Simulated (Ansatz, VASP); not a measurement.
## Two plane-wave programs on TiSi2

Contents of INCAR:

```
PREC = Accurate
ENCUT = 520
EDIFF = 1E-7
ISMEAR = 0
SIGMA = 0.15
LREAL = False
LASPH = True
NELM = 100
ALGO = Normal
ISIF = 2
LWAVE = False
LCHARG = False
GGA = PE
NBANDS = 29
```

Contents of KPOINTS:

```
Automatic mesh
0
Gamma
  14 14 14
```

POSCAR

```
TiSi2
1.0
    0.0000000000      4.1351811263      4.2795976070
    2.4038689094      0.0000000000      4.2795976070
    2.4038689094      4.1351811263      0.0000000000
Ti Si
2 4
Direct
    0.7219881790      0.7780118210      0.7780118210
    0.4719881790      0.5280118210      0.5280118210
    0.0831132658      0.3617220711      0.0905356524
    0.4646290107      0.0905356524      0.3617220711
    0.1594643476      0.7853709893      0.1668867342
    0.8882779289      0.1668867342      0.7853709893
```

Input for Ansatz:

```yaml
crystal:
  lattice:
    - [0.0, 4.1351811263, 4.279597607]
    - [2.4038689094, 0.0, 4.279597607]
    - [2.4038689094, 4.1351811263, 0.0]
  atoms:
    - { symbol: Ti, position: [0.721988179, 0.778011821, 0.778011821] }
    - { symbol: Ti, position: [0.471988179, 0.528011821, 0.528011821] }
    - { symbol: Si, position: [0.0831132658, 0.3617220711, 0.0905356524] }
    - { symbol: Si, position: [0.4646290107, 0.0905356524, 0.3617220711] }
    - { symbol: Si, position: [0.1594643476, 0.7853709893, 0.1668867342] }
    - { symbol: Si, position: [0.8882779289, 0.1668867342, 0.7853709893] }
basis:
  ecutwfc: 420
kpoints:
  mp_grid: { grid: [14, 14, 14] }
hamiltonian:
  xc: pbe
scf:
  occupations: { method: gaussian, width: 0.15 }
output:
  forces: true
  stress: true
  eigenvalues: true
```

Change from the starting cell: mode 4 (183.3 1/cm) frozen in, largest displacement +0.263 Å.

Alike in both runs: task single point; functional PBE; k mesh 14 × 14 × 14; occupations gaussian, width 0.15 eV; no spin polarisation.

|  | VASP | Ansatz |
| --- | --- | --- |
| version | VASP 6.6.1 | Ansatz 0.2.0 |
| potentials or method | VASP PAW PBE potentials, release 64 (Ti_sv, Si), cutoff 520 eV | scalar-relativistic, plane waves, PAW |
| valence electrons in the cell | 40 | 40 |

|  | VASP | Ansatz | Ansatz less VASP |
| --- | --- | --- | --- |
| gap on the k mesh at the Fermi level (eV) | none | none | - |
| pressure (GPa) | 2.5 | 2.5 | +0.04 |
| traceless stress, the component that is largest in VASP (GPa) | 3.38 | 3.38 | -0.003 |
| rms of the force components (eV/Å) | 0.544 | 0.544 | -0.0003 |

Atom by atom the forces differ by 0.001 eV/Å (rms over components). A gap of «none» marks a metal or a gap that the smearing closes. With one functional, cell and mesh, what is left measures potentials, basis and numerics.
